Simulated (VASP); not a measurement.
# Si3Ni (Pm-3m) in VASP: further runs, part 2 of 2

VASP 6.6.1. Earlier steps stand in the parts before.

**4. Relaxation of cell and atoms, PBE, collinear spin, ferromagnetic start**

This run uses another cell than the first one, of 14.66 Å³/atom.

Contents of INCAR:

```
SYSTEM = Si3Ni
ALGO     = Normal         ! electronic algorithm
EDIFF    = 1E-6           ! SCF threshold, eV
EDIFFG   = -0.04          ! ionic threshold
ENCUT    = 600            ! plane-wave cutoff, eV
GGA      = PE             ! functional
IBRION   = 2              ! ionic algorithm
ISIF     = 3              ! what is computed and relaxed
ISMEAR   = 0              ! smearing method
ISPIN    = 2              ! spin polarisation
LASPH    = .TRUE.         ! aspherical terms in the spheres
LCHARG   = .FALSE.        ! write CHGCAR
LMAXMIX  = 4              ! l up to which the mixer works
LORBIT   = 11             ! projections on sites
LREAL    = .FALSE.        ! projectors in reciprocal space
LWAVE    = .FALSE.        ! write WAVECAR
MAGMOM   = 0 0 0 2        ! initial moments
NELM     = 150            ! most SCF steps
NSW      = 90             ! ionic steps
PREC     = Accurate       ! precision mode
SIGMA    = 0.1            ! smearing width, eV
```

Contents of KPOINTS:

```
k-points
0
G
  4 4 4
  0 0 0
```

Contents of POSCAR:

```
Si3Ni
1.0
    3.8854470500      0.0000000000      0.0000000000
    0.0000000000      3.8854470500      0.0000000000
    0.0000000000      0.0000000000      3.8854470500
Si Ni
3 1
Direct
    0.5000000000      0.0000000000      0.0000000000
    0.0000000000      0.5000000000      0.0000000000
    0.0000000000      0.0000000000      0.5000000000
    0.5000000000      0.5000000000      0.5000000000
```

Potentials or basis: VASP PAW PBE potentials, release 64 (Si, Ni).

On the command line:

```
cat potpaw_PBE.64/Si/POTCAR potpaw_PBE.64/Ni/POTCAR > POTCAR
mpirun -np 1 vasp_std > vasp.out
```

OUTCAR:

```text
SYSTEM = Si3Ni
   EDIFF = 1E-6
   EDIFFG = -0.04
   ENCUT = 600
   GGA = PE
   IBRION = 2
   ISIF = 3
   ISMEAR = 0
   ISPIN = 2
   LASPH = .TRUE.
   LORBIT = 11
   LREAL = .FALSE.
   NELM = 150
   NSW = 90
   PREC = Accurate

 ion  position               nearest neighbor table
   1  0.500  0.000  0.000-   2 2.75   3 2.75   4 2.75   3 2.75   4 2.75   2 2.75   4 2.75   4 2.75
                             2 2.75   3 2.75   3 2.75   2 2.75
   2  0.000  0.500  0.000-   1 2.75   3 2.75   4 2.75   3 2.75   4 2.75   1 2.75   3 2.75   3 2.75
                             1 2.75   4 2.75   4 2.75   1 2.75
   3  0.000  0.000  0.500-   1 2.75   2 2.75   4 2.75   1 2.75   2 2.75   2 2.75   4 2.75   2 2.75
                             1 2.75   4 2.75   1 2.75   4 2.75
   4  0.500  0.500  0.500-   1 2.75   2 2.75   3 2.75   1 2.75   2 2.75   1 2.75   3 2.75   1 2.75
                             2 2.75   3 2.75   2 2.75   3 2.75

  LATTYP: Found a simple cubic cell.
 ALAT       =     3.8854470500

  Lattice vectors:

 A1 = (   3.8854470500,   0.0000000000,   0.0000000000)
 A2 = (   0.0000000000,   3.8854470500,   0.0000000000)
 A3 = (   0.0000000000,   0.0000000000,   3.8854470500)

Analysis of symmetry for initial positions (statically):
=====================================================================
 Subroutine PRICEL returns:
 Original cell was already a primitive cell.

 Routine SETGRP: Setting up the symmetry group for a
 simple cubic supercell.

 Subroutine GETGRP returns: Found 48 space group operations
 (whereof 48 operations were pure point group operations)
 out of a pool of 48 trial point group operations.

The static configuration has the point symmetry O_h .

Analysis of symmetry for dynamics (positions and initial velocities):
=====================================================================
 Subroutine PRICEL returns:
 Original cell was already a primitive cell.

 Routine SETGRP: Setting up the symmetry group for a
 simple cubic supercell.

 Subroutine GETGRP returns: Found 48 space group operations
 (whereof 48 operations were pure point group operations)
 out of a pool of 48 trial point group operations.

The dynamic configuration has the point symmetry O_h .

Analysis of structural, dynamic, and magnetic symmetry:
=====================================================================
 Subroutine PRICEL returns:
 Original cell was already a primitive cell.

 Routine SETGRP: Setting up the symmetry group for a
 simple cubic supercell.

 Subroutine GETGRP returns: Found 48 space group operations
 (whereof 48 operations were pure point group operations)
 out of a pool of 48 trial point group operations.

The overall configuration has the point symmetry O_h .

 Subroutine INISYM returns: Found 48 space group operations
 (whereof 48 operations are pure point group operations),
 and found     1 'primitive' translations

----------------------------------------------------------------------------------------

                                     Primitive cell

  volume of cell :      58.6574

  direct lattice vectors                    reciprocal lattice vectors
     3.885447050  0.000000000  0.000000000     0.257370642  0.000000000  0.000000000
     0.000000000  3.885447050  0.000000000     0.000000000  0.257370642  0.000000000
     0.000000000  0.000000000  3.885447050     0.000000000  0.000000000  0.257370642

  length of vectors
     3.885447050  3.885447050  3.885447050     0.257370642  0.257370642  0.257370642

  position of ions in fractional coordinates (direct lattice)
     0.500000000  0.000000000  0.000000000
[... 46 lines left out ...]
  0.500000  0.250000  0.250000     12.000000
  0.500000  0.500000  0.250000      6.000000
  0.500000  0.500000  0.500000      1.000000
   k-points           NKPTS =     10   k-points in BZ     NKDIM =     10   number of bands    NBANDS=     16
   number of dos      NEDOS =    301   number of ions     NIONS =      4
   total plane-waves  NPLWV =  32768
   dimension x,y,z NGX =    32 NGY =   32 NGZ =   32
   dimension x,y,z NGXF=    64 NGYF=   64 NGZF=   64
   ions per type =               3   1
   NGX,Y,Z   is equivalent  to a cutoff of  13.69, 13.69, 13.69 a.u.
   NGXF,Y,Z  is equivalent  to a cutoff of  27.38, 27.38, 27.38 a.u.
 SYSTEM =  Si3Ni
   PREC   = accura    normal or accurate (medium, high low for compatibility)
   ISTART =      0    job   : 0-new  1-cont  2-samecut
   ICHARG =      2    charge: 1-file 2-atom 10-const
   ISPIN  =      2    spin polarized calculation?
   LNONCOLLINEAR =      F non collinear calculations
   LSORBIT =      F    spin-orbit coupling
   LASPH  =      T    aspherical Exc in radial PAW
   ENCUT  =  600.0 eV  44.10 Ry    6.64 a.u.   7.76  7.76  7.76*2*pi/ulx,y,z
   NELM   =    150;   NELMIN=  2; NELMDL= -5     # of ELM steps
   EDIFF  = 0.1E-05   stopping-criterion for ELM
   LREAL  =      F    real-space projection
   EDIFFG = -.4E-01   stopping-criterion for IOM
   NSW    =     90    number of steps for IOM
   IBRION =      2    ionic relax: 0-MD 1-quasi-New 2-CG
   NFREE  =      1    steps in history (QN), initial steepest desc. (CG)
   ISIF   =      3    stress and relaxation
   ISYM   =      2    0-nonsym 1-usesym 2-fastsym
   POTIM  = 0.5000    time-step for ionic-motion
   TEBEG  =    0.0;   TEEND  =   0.0 temperature during run
   PSTRESS=    0.0 pullay stress
   NELECT =      22.0000    total number of electrons
   NUPDOWN=      -1.0000    fix difference up-down
   EMIN   =  10.00;   EMAX   =-10.00  energy-range for DOS
   EFERMI =   0.00;   METHOD = LEGACY
   ISMEAR =     0;   SIGMA  =   0.10  broadening in eV -4-tet -1-fermi 0-gaus
   EFERMI_NEDOS =   21; number of points for ismear=-14 and -15
   IALGO  =     38    algorithm
   IMIX   =      4    mixing-type and parameters
     AMIX     =   0.40;   BMIX     =  1.00
     AMIX_MAG =   1.60;   BMIX_MAG =  1.00
  volume/ion in A,a.u.               =      14.66        98.96
  Fermi-wavevector in a.u.,A,eV,Ry     =   1.180614  2.231038 18.964484  1.393850
  Thomas-Fermi vector in A             =   2.316903
   LORBIT       =     11    0 simple, 1 ext, 2 COOP (PROOUT), +10 PAW based schemes
   GGA     = PE    functional components
   LHFCALC =     F    Hartree Fock is set to
   AEXX    =    0.0000 exact exchange contribution
   IVDW    =     0    specifies the selected vdW correction
   LEPSILON=     F    determine dielectric tensor
   LRPA    =     F    only Hartree local field effects (RPA)
 conjugate gradient relaxation of ions
 spin polarized calculation
 Gauss-broadening in eV      SIGMA  =   0.10
  energy-cutoff  :      600.00
  volume of cell :       58.66
 maximum number of plane-waves:      1972
 NGX is ok and might be reduce to    32
   NGX = 15   NGY = 15   NGZ = 15

--------------------------------------- Ionic step        1  -------------------------------------------

 number of electron      22.0000005 magnetization       0.4472764

 Free energy of the ion-electron system (eV)
  ---------------------------------------------------
  ext. energy  EPLUGINS =         0.00000000
  ---------------------------------------------------
  free energy    TOTEN  =       -20.53272017 eV

  energy without entropy =      -20.51171755  energy(sigma->0) =      -20.52221886

 E-fermi :   8.8291     XC(G=0): -11.2541

 val. band max:        8.8267135346   @ k =   0.2500   0.2500   0.2500
 cond. band min:       8.8327234674   @ k =   0.5000   0.2500   0.0000
 fundamental gap:      0.0060099328
 Fermi energy:         8.8291401602

 spin component 1

 k-point     1 :       0.0000    0.0000    0.0000
  band No.  band energies     occupation
      1      -4.1213      1.00000
      2       4.3046      1.00000
      3       4.3046      1.00000
      4       4.9611      1.00000
      5       4.9611      1.00000
      6       4.9611      1.00000
[... 451 lines left out ...]
 number of electron      21.9999990 magnetization       0.0022140

 number of electron      21.9999990 magnetization      -0.0003662

 Free energy of the ion-electron system (eV)
  ---------------------------------------------------
  ext. energy  EPLUGINS =         0.00000000
  ---------------------------------------------------
  free energy    TOTEN  =       -20.69508388 eV

  energy without entropy =      -20.65995366  energy(sigma->0) =      -20.67751877

 E-fermi :  10.0757     XC(G=0): -11.6882

 val. band max:       10.0654400619   @ k =   0.5000   0.0000   0.0000
 cond. band min:      10.0787377775   @ k =   0.2500   0.2500   0.2500
 fundamental gap:      0.0132977156
 Fermi energy:        10.0756675249

 spin component 1

 k-point     1 :       0.0000    0.0000    0.0000
  band No.  band energies     occupation
      1      -3.6422      1.00000
      2       5.3766      1.00000
      3       5.3766      1.00000
      4       5.9018      1.00000
      5       5.9018      1.00000
      6       5.9018      1.00000
[... 403 lines left out ...]
  FREE ENERGIE OF THE ION-ELECTRON SYSTEM (eV)
  ---------------------------------------------------
  free  energy   TOTEN  =       -20.6950838783 eV

  energy  without entropy=      -20.6599536574  energy(sigma->0) =      -20.67751877

 reached required accuracy - stopping structural energy minimisation

 total charge

# of ion       s       p       d       tot
------------------------------------------
    1        0.824   0.732   0.000   1.556
    2        0.824   0.732   0.000   1.556
    3        0.824   0.732   0.000   1.556
    4        0.435   0.395   8.435   9.265
--------------------------------------------------
tot          2.908   2.591   8.435  13.934

 magnetization (x)

# of ion       s       p       d       tot
------------------------------------------
    1       -0.000  -0.000   0.000  -0.000
    2       -0.000  -0.000   0.000  -0.000
    3       -0.000  -0.000   0.000  -0.000
    4        0.000  -0.000  -0.000  -0.000
--------------------------------------------------
tot         -0.000  -0.000  -0.000  -0.000
```

Run time: 81 s. Hardware: 1 thread of Intel Xeon 8259CL, shared host; peak memory 0.21 GiB.

What came out:

| Item | Value |
| --- | --- |
| Free energy | -20.6951 eV |
| Relaxed volume | 13.29 Å³/atom |
| Relaxed cell | a = 3.760 Å, b = 3.760 Å, c = 3.760 Å, α = 90.00°, β = 90.00°, γ = 90.00° |
| Space group after relaxing (to 0.1 Å) | Pm-3m (No. 221) |
| Energy gained by relaxing | 40.6 meV/atom |
| Ionic steps | 3 |
| Pressure after relaxing | -0.2 GPa |
| Band gap on the k mesh | zero (filled and empty bands overlap) |
| Net moment | 0.00 μB per cell |
| Valence electrons inside the program's atomic spheres | Si 1.56; Ni 9.27 |

Step by step:
| step | energy change (eV) | largest force (eV/Å) | pressure (GPa) | volume (Å³) |
| --- | --- | --- | --- | --- |
| 1 | 0.0000 | 0.0000 | -9.15 | 58.66 |
| 2 | -0.1527 | 0.0000 | 2.63 | 51.83 |
| 3 | -0.1624 | 0.0000 | -0.22 | 53.15 |

Final structure:
```
CELL_PARAMETERS angstrom
3.75988 0.00000 0.00000
0.00000 3.75988 0.00000
0.00000 0.00000 3.75988
ATOMIC_POSITIONS crystal
Si 0.50000 0.00000 0.00000
Si 0.00000 0.50000 0.00000
Si 0.00000 0.00000 0.50000
Ni 0.50000 0.50000 0.50000
```

Caveat: the k points lie up to 0.42 Å⁻¹ apart in the final cell, too coarse for converged energies and pressures of a metal; the moments typed at the start vanished in this run.

**5. Single point, PBE, collinear spin, ferromagnetic start**

This run uses another cell than the first one, of 13.12 Å³/atom.

Contents of INCAR:

```
SYSTEM = Si3Ni
PREC     = Accurate       ! precision mode
ENCUT    = 520            ! plane-wave cutoff, eV
EDIFF    = 1E-7           ! SCF threshold, eV
ISMEAR   = 0              ! smearing method
SIGMA    = 0.1            ! smearing width, eV
LREAL    = .False.        ! projectors in reciprocal space
LASPH    = .True.         ! aspherical terms in the spheres
NELM     = 150            ! most SCF steps
ALGO     = Normal         ! electronic algorithm
ISIF     = 2              ! what is computed and relaxed
LWAVE    = .False.        ! write WAVECAR
LCHARG   = .False.        ! write CHGCAR
ISPIN    = 2              ! spin polarisation
MAGMOM   = 0 0 0 0.37     ! initial moments
LORBIT   = 11             ! projections on sites
LMAXMIX  = 4              ! l up to which the mixer works
GGA      = PE             ! functional
NBANDS   = 23             ! bands
```

Contents of KPOINTS:

```
regular mesh
0
Gamma
  12 12 12
  0 0 0
```

Contents of POSCAR:

```
Si3Ni
1.0
    3.7437915213      0.0000000000      0.0000000000
    0.0000000000      3.7437915213      0.0000000000
    0.0000000000      0.0000000000      3.7437915213
Si Ni
3 1
Direct
    0.5000000000      0.0000000000      0.0000000000
    0.0000000000      0.5000000000      0.0000000000
    0.0000000000      0.0000000000      0.5000000000
    0.5000000000      0.5000000000      0.5000000000
```

Potentials or basis: VASP PAW PBE potentials, release 64 (Si, Ni).

On the command line:

```
cat potpaw_PBE.64/Si/POTCAR potpaw_PBE.64/Ni/POTCAR > POTCAR
mpirun -np 1 vasp_std > vasp.out
```

OUTCAR:

```text
SYSTEM = Si3Ni
   PREC = Accurate
   ENCUT = 520
   EDIFF = 1E-7
   ISMEAR = 0
   LREAL = .False.
   LASPH = .True.
   NELM = 150
   ISIF = 2
   ISPIN = 2
   LORBIT = 11
   GGA = PE

 ion  position               nearest neighbor table
   1  0.500  0.000  0.000-   2 2.65   3 2.65   4 2.65   3 2.65   4 2.65   2 2.65   4 2.65   4 2.65
                             2 2.65   3 2.65   3 2.65   2 2.65
   2  0.000  0.500  0.000-   1 2.65   3 2.65   4 2.65   3 2.65   4 2.65   1 2.65   3 2.65   3 2.65
                             1 2.65   4 2.65   4 2.65   1 2.65
   3  0.000  0.000  0.500-   1 2.65   2 2.65   4 2.65   1 2.65   2 2.65   2 2.65   4 2.65   2 2.65
                             1 2.65   4 2.65   1 2.65   4 2.65
   4  0.500  0.500  0.500-   1 2.65   2 2.65   3 2.65   1 2.65   2 2.65   1 2.65   3 2.65   1 2.65
                             2 2.65   3 2.65   2 2.65   3 2.65

[... 1485 lines left out ...]

 POSITION                                       TOTAL-FORCE (eV/Angst)
 -----------------------------------------------------------------------------------
      1.87190      0.00000      0.00000         0.000000      0.000000      0.000000
      0.00000      1.87190      0.00000         0.000000      0.000000      0.000000
      0.00000      0.00000      1.87190         0.000000      0.000000      0.000000
      1.87190      1.87190      1.87190         0.000000      0.000000      0.000000
 -----------------------------------------------------------------------------------
    total drift:                                0.000000      0.000000      0.000000

  FREE ENERGIE OF THE ION-ELECTRON SYSTEM (eV)
  ---------------------------------------------------
  free  energy   TOTEN  =       -20.7901603094 eV

  energy  without entropy=      -20.7805560019  energy(sigma->0) =      -20.78535816

 total charge

# of ion       s       p       d       tot
------------------------------------------
    1        0.817   0.737   0.000   1.554
    2        0.817   0.737   0.000   1.554
    3        0.817   0.737   0.000   1.554
    4        0.445   0.419   8.444   9.308
--------------------------------------------------
tot          2.897   2.630   8.444  13.970

 magnetization (x)

# of ion       s       p       d       tot
------------------------------------------
    1        0.000  -0.000   0.000   0.000
    2        0.000  -0.000   0.000   0.000
    3        0.000  -0.000   0.000   0.000
    4        0.000   0.000   0.000   0.000
--------------------------------------------------
tot          0.000   0.000   0.000   0.000
```

It took 4.2 min on 1 thread of Intel Xeon 8259CL, shared host; peak memory 0.28 GiB.

Results:

```
Free energy                                           : -20.7902 eV
Pressure                                              : 0.0 GPa
Band gap on the k mesh                                : zero (filled and empty bands overlap)
Net moment                                            : 0.00 μB per cell
Valence electrons inside the program's atomic spheres : Si 1.55; Ni 9.31
```

Levels at points of the mesh, in eV from the Fermi level:
Spin up:
| k point | band 9 | band 10 | band 11 | band 12 | band 13 | band 14 |
| --- | --- | --- | --- | --- | --- | --- |
| (0.00, 0.00, 0.00) | -2.22 | -0.97 | -0.27 | -0.27 | 3.88 | 3.88 |
| (0.50, 0.00, 0.00) | -1.30 | -1.30 | -0.47 | -0.33 | -0.33 | 1.99 |
| (0.50, 0.50, 0.00) | -1.81 | -0.88 | 1.35 | 1.66 | 1.66 | 1.92 |
| (0.50, 0.50, 0.50) | -1.78 | -1.78 | -1.02 | -1.02 | -1.02 | 9.54 |
Spin down:
```csv
k point,band 9,band 10,band 11,band 12,band 13,band 14
"(0.00, 0.00, 0.00)",-2.22,-0.97,-0.27,-0.27,3.88,3.88
"(0.50, 0.00, 0.00)",-1.30,-1.30,-0.47,-0.33,-0.33,1.99
"(0.50, 0.50, 0.00)",-1.81,-0.88,1.35,1.66,1.66,1.92
"(0.50, 0.50, 0.50)",-1.78,-1.78,-1.02,-1.02,-1.02,9.54
```

**6. Overview**

| cell | k mesh | gap on the mesh (eV) | pressure (GPa) | moment (μB) |
| --- | --- | --- | --- | --- |
| a = 3.756 Å, 4 atoms | 4 × 4 × 4 | none | 0.2 | 0.57 |
| a = 3.885 Å, 4 atoms | 4 × 4 × 4 | none | -9.0 | 0.45 |
| a = 3.744 Å, 4 atoms | 12 × 12 × 12 | none | 0.0 | 0.00 |

Alike in all rows: task single point; level PBE; potentials or basis VASP PAW PBE potentials, release 64 (Si, Ni); spin collinear, ferromagnetic start; cutoff (eV) 520; smearing gaussian 0.1 eV.

Caveats: some runs use coarse meshes.

Absolute energies hang on the potentials; compare differences alone.

The gap in the log of VASP goes by the Fermi energy; the results here count the filled bands.